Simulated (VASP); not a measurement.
Runs of VASP 6.6.1 on HCClF4. The cells are those of the table. 

```tsv
potentials or basis	cell	cutoff (eV)	second run	gap on the mesh (eV)	pressure (GPa)	largest force (eV/Å)
VASP PAW PBE potentials, release 64 (C_h, F_h, Cl, H_h)	a = 6.446, b = 6.598, c = 6.423 Å, 21 atoms	910	hard_potentials	4.86	3.6	4.26
VASP PAW PBE potentials, release 64 (C_h, F_h, Cl, H_h)	a = 6.281, b = 6.379, c = 6.067 Å, 21 atoms	910	hard_potentials	4.75	3.5	(a)
VASP PAW PBE potentials, release 64 (C, F, Cl, H)	a = 6.446, b = 6.598, c = 6.423 Å, 21 atoms	520	-	4.80	4.9	4.15
VASP PAW PBE potentials, release 64 (C, F, Cl, H)	a = 7.265 Å, 21 atoms	520	-	5.95	(b)	0.46
VASP PAW PBE potentials, release 64 (C_h, F_h, Cl, H_h)	a = 7.265 Å, 21 atoms	910	hard_potentials	5.97	0.5	0.35
VASP PAW PBE potentials, release 64 (C, F, Cl, H)	a = 6.281, b = 6.379, c = 6.067 Å, 21 atoms	520	-	4.69	4.9	3.80
VASP PAW PBE potentials, release 64 (C, F, Cl, H)	a = 5.846, b = 5.805, c = 5.699 Å, 21 atoms	520	-	4.64	33.8	8.45
```

Alike in all rows: task single point; level PBE+D3(BJ); no spin polarisation; k mesh 1 × 1 × 1; smearing fermi-dirac 0.02 eV.

Estimate the missing entries.

(a) 4.01; (b) 1.5.

Caveats: all runs use coarse meshes; the cutoff is under 1.25 times the usual one of these potentials, so pressure, stress and relaxed cells hold a basis-set (Pulay) error (some runs).

A k mesh can miss the band edges.
